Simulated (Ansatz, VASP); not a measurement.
## Ge in VASP and in Ansatz

The input INCAR:

```
PREC     = Accurate       # precision mode
ENCUT    = 520            # plane-wave cutoff, eV
EDIFF    = 1E-6           # SCF threshold, eV
ISMEAR   = -1             # smearing method
SIGMA    = 0.05           # smearing width, eV
LREAL    = F              # projectors in reciprocal space
LASPH    = T              # aspherical terms in the spheres
NELM     = 80             # most SCF steps
ALGO     = Normal         # electronic algorithm
ISIF     = 2              # what is computed and relaxed
LWAVE    = F              # write WAVECAR
LCHARG   = T              # write CHGCAR
GGA      = RE             # functional
IVDW     = 13             # dispersion correction
LELF     = T              # ELF
LVHAR    = T            
NBANDS   = 21             # bands
```

File KPOINTS:

```
regular mesh
0
Gamma
  8 8 8
```

The input POSCAR:

```
Ge
1.0
    0.0000000000      2.8661367691      2.8661367691
    2.8661367691      0.0000000000      2.8661367691
    2.8661367691      2.8661367691      0.0000000000
Ge
2
Direct
    0.7500000000      0.7500000000      0.7500000000
    0.5000000000      0.5000000000      0.5000000000
```

Contents of input.yaml:

```yaml
crystal:
  lattice:
    - [0.0, 2.8661367691, 2.8661367691]
    - [2.8661367691, 0.0, 2.8661367691]
    - [2.8661367691, 2.8661367691, 0.0]
  atoms:
    - { symbol: Ge, position: [0.75, 0.75, 0.75] }
    - { symbol: Ge, position: [0.5, 0.5, 0.5] }
hamiltonian:
  xc: revpbe
  pseudopotentials: { kind: paw }
  dispersion: d4
kpoints:
  mp_grid: { grid: [8, 8, 8] }
scf:
  occupations: { method: fermi_dirac, width: 0.05 }
output:
  forces: true
  stress: true
  eigenvalues: true
```

Alike in both runs: task single point; functional revPBE; dispersion D4; k mesh 8 × 8 × 8; occupations fermi-dirac, width 0.05 eV; no spin polarisation.

```csv
,VASP,Ansatz
version,VASP 6.6.1,Ansatz 0.2.0
potentials or method,"VASP PAW PBE potentials, release 64 (Ge_d)",Ansatz PAW
plane-wave cutoff (eV),520,420
valence electrons in the cell,28,28
```

VASP gave:

```
gap on the k mesh at the Fermi level (eV) : none
pressure (GPa)                            : -1.7
```

**Question.** What did Ansatz give for the same quantities?

**Answer.** gap on the k mesh at the Fermi level (eV): none; pressure (GPa): -1.6.

VASP's potentials were made for PBE, not for revPBE. A gap of «none» marks a metal or a gap that the smearing closes.
